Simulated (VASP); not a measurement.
A run of VASP 6.6.1 is set up as follows.

File POSCAR:

```
Ba
1.0
   -2.5367939014      2.5367939014      2.5367939014
    2.5367939014     -2.5367939014      2.5367939014
    2.5367939014      2.5367939014     -2.5367939014
Ba
1
Direct
    0.0000000000      0.0000000000      0.0000000000
```

Contents of INCAR.step1:

```
SYSTEM = Ba
PREC     = Accurate       ! precision mode
ENCUT    = 520            ! plane-wave cutoff, eV
ISMEAR   = 1              ! smearing method
SIGMA    = 1.0            ! smearing width, eV
LREAL    = .False.        ! projectors in reciprocal space
LASPH    = .True.         ! aspherical terms in the spheres
NELM     = 80             ! most SCF steps
NBANDS   = 11             ! bands
GGA      = PE             ! functional
ALGO     = Normal         ! electronic algorithm
EDIFF    = 1E-4           ! SCF threshold, eV
LWAVE    = .True.         ! write WAVECAR
LCHARG   = .False.        ! write CHGCAR
```

Contents of INCAR.step2:

```
SYSTEM = Ba
PREC     = Accurate       ! precision mode
ENCUT    = 520            ! plane-wave cutoff, eV
EDIFF    = 1E-6           ! SCF threshold, eV
ISMEAR   = 1              ! smearing method
SIGMA    = 1.0            ! smearing width, eV
LREAL    = .False.        ! projectors in reciprocal space
LASPH    = .True.         ! aspherical terms in the spheres
NELM     = 80             ! most SCF steps
ALGO     = Normal         ! electronic algorithm
ISIF     = 2              ! what is computed and relaxed
LWAVE    = .False.        ! write WAVECAR
LCHARG   = .True.         ! write CHGCAR
METAGGA  = R2SCAN         ! meta-GGA
LMIXTAU  = .True.       
LELF     = .True.         ! ELF
LVHAR    = .True.       
NBANDS   = 11             ! bands
ISTART   = 1
```

KPOINTS

```
regular mesh
0
Gamma
  9 9 9
  0 0 0
```

Potentials or basis: VASP PAW PBE potentials, release 64 (Ba_sv).

Command:

```console
$ cat potpaw_PBE.64/Ba_sv/POTCAR > POTCAR
$ cp INCAR.step1 INCAR
$ mpirun -np 1 vasp_std > vasp.out
$ cp INCAR.step2 INCAR
$ mpirun -np 1 vasp_std > vasp.out
```

(1) Predict the band gap on the k mesh.

(2) What does it give for the pressure?

## Answers

(1) zero (bands 5 and 6 overlap by 0.94 eV).

(2) 0.2 GPa.

Caveat: so wide a smearing shifts energies and pressures; the PAW data sets were made with another functional, which shifts forces and pressure a little; spin-orbit coupling is left out, which moves the levels of the heavy elements.
